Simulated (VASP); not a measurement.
Wanted: the native input for a VASP 6.6.1 run.

| Property | Result |
| --- | --- |
| Task | single point |
| Functional | PBE |
| Potentials or basis | VASP PAW PBE potentials, release 64 (Lu) |
| Cutoff | 520 eV |
| k mesh | 13 × 13 × 13 |
| Occupations | fermi-dirac, width 0.08 eV |
| Spin | no spin polarisation |
| Dipole correction | no |
| Further INCAR settings | ALGO = Normal; EDIFF = 1e-07; NBANDS = 18 |

The structure of Lu lies in POSCAR:

```
Lu
1.0
    2.9130444715      0.0000000000      0.0000000000
    0.0000000000      2.9130444715      0.0000000000
    0.0000000000      0.0000000000      2.9130444715
Lu
1
Direct
    0.0000000000      0.0000000000      0.0000000000
```

This isn't the form of Lu at room conditions, which is hcp.

These files were run (other wordings do the same):

INCAR

```
  ALGO = Normal
  EDIFF = 1E-7
  ENCUT = 520
  GGA = PE
  ISIF = 2
  ISMEAR = -1
  LASPH = T
  LCHARG = F
  LREAL = F
  LWAVE = F
  NBANDS = 18
  NELM = 60
  PREC = Accurate
  SIGMA = 0.08
```

KPOINTS

```
k-points
0
Gamma
  13 13 13
```

Potentials or basis: VASP PAW PBE potentials, release 64 (Lu).

Command:

```bash
$ cat potpaw_PBE.64/Lu/POTCAR > POTCAR
$ mpirun -np 1 vasp_std > vasp.out
```

Results of the run:

| Item | Value |
| --- | --- |
| Pressure | 13.4 GPa |
| Band gap on the k mesh | zero (an odd number of electrons rules out a gap without spin polarisation) |

Caveat: the cell stands under pressure; spin-orbit coupling is left out, which moves the levels of the heavy elements.

Run time: 62 s on 1 thread of AMD EPYC 7R43 64-Core Processor (Zen 3), with other jobs on the host, peak memory 0.13 GiB.
